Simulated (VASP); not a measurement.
# BaTiO3 in VASP: notebook, part 2 of 2

VASP 6.6.1.

## Step 3: Single point, PBE

This run uses another cell than the first one, of 12.99 Å³/atom, 0.990 times its volume.

INCAR reads:

```
  PREC = Accurate
  ENCUT = 910
  EDIFF = 1E-6
  ISMEAR = 0
  SIGMA = 0.02
  LREAL = False
  LASPH = True
  NELM = 120
  ALGO = Normal
  ISIF = 2
  LWAVE = False
  LCHARG = True
  GGA = PE
  LELF = True
  LVHAR = True
  NBANDS = 28
  GGA_COMPAT = False
```

KPOINTS reads:

```
Automatic mesh
0
Gamma
  8 8 8
```

POSCAR reads:

```
BaTiO3
1.0
    4.0192509336      0.0000000000      0.0000000000
    0.0000000000      4.0192509336      0.0000000000
    0.0000000000      0.0000000000      4.0192509336
Ba Ti O
1 1 3
Direct
    0.5000000000      0.5000000000      0.5000000000
    0.0000000000      0.0000000000      0.0000000000
    0.5000000000      0.0000000000      0.0000000000
    0.0000000000      0.5000000000      0.0000000000
    0.0000000000      0.0000000000      0.5000000000
```

Potentials or basis: VASP PAW PBE potentials, release 64 (Ba_sv, Ti_sv, O_h).

The run is started by

```sh
cat potpaw_PBE.64/Ba_sv/POTCAR potpaw_PBE.64/Ti_sv/POTCAR potpaw_PBE.64/O_h/POTCAR > POTCAR
mpirun -np 1 vasp_std > vasp.out
```

OUTCAR:

```text
PREC = Accurate
   ENCUT = 910
   EDIFF = 1E-6
   ISMEAR = 0
   LREAL = False
   LASPH = True
   NELM = 120
   ISIF = 2
   GGA = PE

 ion  position               nearest neighbor table
   1  0.500  0.500  0.500-   3 2.84   4 2.84   5 2.84   3 2.84   4 2.84   3 2.84   5 2.84   3 2.84
                             4 2.84   5 2.84   4 2.84   5 2.84   2 3.48   2 3.48   2 3.48   2 3.48
   2  0.000  0.000  0.000-   3 2.01   4 2.01   5 2.01   5 2.01   4 2.01   3 2.01   1 3.48   1 3.48
                             1 3.48   1 3.48   1 3.48   1 3.48   1 3.48   1 3.48
   3  0.500  0.000  0.000-   2 2.01   2 2.01   1 2.84   1 2.84   1 2.84   1 2.84
   4  0.000  0.500  0.000-   2 2.01   2 2.01   1 2.84   1 2.84   1 2.84   1 2.84
   5  0.000  0.000  0.500-   2 2.01   2 2.01   1 2.84   1 2.84   1 2.84   1 2.84

  LATTYP: Found a simple cubic cell.
 ALAT       =     4.0192509336

  Lattice vectors:

 A1 = (   4.0192509336,   0.0000000000,   0.0000000000)
 A2 = (   0.0000000000,   4.0192509336,   0.0000000000)
 A3 = (   0.0000000000,   0.0000000000,   4.0192509336)

Analysis of symmetry for initial positions (statically):
=====================================================================
 Subroutine PRICEL returns:
 Original cell was already a primitive cell.

 Routine SETGRP: Setting up the symmetry group for a
 simple cubic supercell.

 Subroutine GETGRP returns: Found 48 space group operations
[... 9 lines left out ...]

 Routine SETGRP: Setting up the symmetry group for a
 simple cubic supercell.

 Subroutine GETGRP returns: Found 48 space group operations
[... 11 lines left out ...]
                                     Primitive cell

  volume of cell :      64.9285

  direct lattice vectors                    reciprocal lattice vectors
     4.019250934  0.000000000  0.000000000     0.248802580  0.000000000  0.000000000
     0.000000000  4.019250934  0.000000000     0.000000000  0.248802580  0.000000000
     0.000000000  0.000000000  4.019250934     0.000000000  0.000000000  0.248802580

  length of vectors
     4.019250934  4.019250934  4.019250934     0.248802580  0.248802580  0.248802580

[... 101 lines left out ...]
   ISMEAR =     0;   SIGMA  =   0.02  broadening in eV -4-tet -1-fermi 0-gaus
   EFERMI_NEDOS =   21; number of points for ismear=-14 and -15
   IALGO  =     38    algorithm
   IMIX   =      4    mixing-type and parameters
     AMIX     =   0.40;   BMIX     =  1.00
     AMIX_MAG =   1.60;   BMIX_MAG =  1.00
  volume/ion in A,a.u.               =      12.99        87.63
  Fermi-wavevector in a.u.,A,eV,Ry     =   1.392995  2.632380 26.401240  1.940436
  Thomas-Fermi vector in A             =   2.516684
   LORBIT       =      0    0 simple, 1 ext, 2 COOP (PROOUT), +10 PAW based schemes
   GGA     = PE    functional components
   LHFCALC =     F    Hartree Fock is set to
   AEXX    =    0.0000 exact exchange contribution
   IVDW    =     0    specifies the selected vdW correction
   LEPSILON=     F    determine dielectric tensor
   LRPA    =     F    only Hartree local field effects (RPA)
 non-spin polarized calculation
 Gauss-broadening in eV      SIGMA  =   0.02
  energy-cutoff  :      910.00
  volume of cell :       64.93
 maximum number of plane-waves:      4076
 NGX is ok and might be reduce to    40
   NGX = 19   NGY = 19   NGZ = 19

 number of electron      40.0000007 magnetization

 Free energy of the ion-electron system (eV)
  ---------------------------------------------------
  ext. energy  EPLUGINS =         0.00000000
  ---------------------------------------------------
  free energy    TOTEN  =       -40.00552362 eV

  energy without entropy =      -40.00552362  energy(sigma->0) =      -40.00552362

 E-fermi :   4.3366     XC(G=0): -11.1978

 val. band max:        4.0893794499   @ k =   0.5000   0.5000   0.5000
 cond. band min:       5.8131749528   @ k =   0.0000   0.0000   0.0000
 fundamental gap:      1.7237955029
 Fermi energy:         4.3365795624

 k-point     1 :       0.0000    0.0000    0.0000
  band No.  band energies     occupation
      1     -52.5989      2.00000
      2     -28.8029      2.00000
      3     -28.8029      2.00000
      4     -28.8029      2.00000
      5     -20.7489      2.00000
      6     -12.7721      2.00000
[... 733 lines left out ...]
     27      12.2227      0.00000
     28      13.0171      0.00000

 [... further k-points ...]
[... 5 lines left out ...]
  --------------------------------------------------------------------------------------
  -------------------------------------------------------------------------------------
  Total        0.5743775      0.5743775      0.5743775      0.0000000     -0.0000000     -0.0000000
  in kB       14.1733549     14.1733549     14.1733549      0.0000000     -0.0000000     -0.0000000
  external PRESSURE =      14.1733549 kB  Pullay stress =       0.0000000 kB

 VOLUME and BASIS-vectors are now :
 -----------------------------------------------------------------------------
  energy-cutoff  :      910.00
  volume of cell :       64.93
      direct lattice vectors                 reciprocal lattice vectors
     4.019250934  0.000000000  0.000000000     0.248802580  0.000000000  0.000000000
     0.000000000  4.019250934  0.000000000     0.000000000  0.248802580  0.000000000
     0.000000000  0.000000000  4.019250934     0.000000000  0.000000000  0.248802580

 POSITION                                       TOTAL-FORCE (eV/Angst)
 -----------------------------------------------------------------------------------
      2.00963      2.00963      2.00963         0.000000      0.000000      0.000000
      0.00000      0.00000      0.00000         0.000000      0.000000      0.000000
      2.00963      0.00000      0.00000         0.000000      0.000000      0.000000
      0.00000      2.00963      0.00000         0.000000      0.000000      0.000000
      0.00000      0.00000      2.00963         0.000000      0.000000      0.000000
 -----------------------------------------------------------------------------------
    total drift:                                0.000000      0.000000     -0.000000

  FREE ENERGIE OF THE ION-ELECTRON SYSTEM (eV)
  ---------------------------------------------------
  free  energy   TOTEN  =       -40.0055236217 eV

  energy  without entropy=      -40.0055236217  energy(sigma->0) =      -40.00552362
```

Wall time 1.7 min (1 thread of Intel Xeon 6975P-C (Granite Rapids), shared host); peak memory 0.33 GiB.

What came out:

| Item | Value |
| --- | --- |
| Free energy | -40.0055 eV |
| Pressure | 1.4 GPa |
| Band gap on the k mesh | 1.72 eV, indirect (least direct gap 1.88 eV) |

Caveat: the cutoff is under 1.25 times the usual one of these potentials, so pressure, stress and relaxed cells hold a basis-set (Pulay) error; spin-orbit coupling is left out, which moves the levels of the heavy elements. Expect the measured gap to be larger: semilocal functionals such as PBE lack the derivative discontinuity.
